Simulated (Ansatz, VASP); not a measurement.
# Two plane-wave programs on Li3P2

```
Li P
1.0
     1.64764    0.95127    7.63766
    -1.64764    0.95127    7.63766
     0.00000   -1.90253    7.63766
Li P
3 2
Direct
  0.00000 0.00000 0.00000
  0.20950 0.20950 0.20950
  0.79050 0.79050 0.79050
  0.40000 0.40000 0.40000
  0.60000 0.60000 0.60000
```

Alike in both runs: task single point; functional PBE; k mesh 6 × 6 × 6; occupations gaussian, width 0.1 eV; no spin polarisation.

```csv
,VASP,Ansatz
version,VASP 6.6.1,Ansatz 0.2.0
potentials or method,"VASP PAW PBE potentials, release 64 (Li_sv, P), cutoff 520 eV","scalar-relativistic, plane waves, PAW"
valence electrons in the cell,19,19
```

|  | VASP | Ansatz | Ansatz less VASP |
| --- | --- | --- | --- |
| gap on the k mesh at the Fermi level (eV) | none | none | - |
| rms of the force components (eV/Å) | 0.295 | 0.292 | -0.0022 |

Atom by atom the forces differ by 0.005 eV/Å (rms over components). A gap of «none» marks a metal or a gap that the smearing closes. The functional is the same, so the differences come from potentials, cutoffs and numerics.

The k mesh is coarse, so the values compare programs but aren't converged. Noted on VASP's run: the cutoff is under 1.25 times that of the potentials, so the pressure is a little rough.
